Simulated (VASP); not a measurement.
Here is a VASP 6.6.1 calculation.

The input INCAR:

```
SYSTEM = In
PREC = Accurate
ENCUT = 520
EDIFF = 1E-7
ISMEAR = -1
SIGMA = 0.08
LREAL = .FALSE.
LASPH = .TRUE.
NELM = 100
ALGO = Normal
ISIF = 2
LWAVE = .FALSE.
LCHARG = .FALSE.
GGA = PS
NBANDS = 12
```

KPOINTS

```
regular mesh
0
G
  26 26 26
  0 0 0
```

Contents of POSCAR:

```
In
1.0
   -1.6063015143      1.6063015143      2.4757616745
    1.6063015143     -1.6063015143      2.4757616745
    1.6063015143      1.6063015143     -2.4757616745
In
1
Direct
    0.0000000000      0.0000000000      0.0000000000
```

Potentials or basis: VASP PAW PBE potentials, release 64 (In_d).

The run is started by

```bash
$ cat potpaw_PBE.64/In_d/POTCAR > POTCAR
$ mpirun -np 1 vasp_std > vasp.out
```

**Question.** Estimate the pressure.

**Answer.** 0.0 GPa.

Caveat: the PAW data sets were made with another functional, which shifts forces and pressure a little.
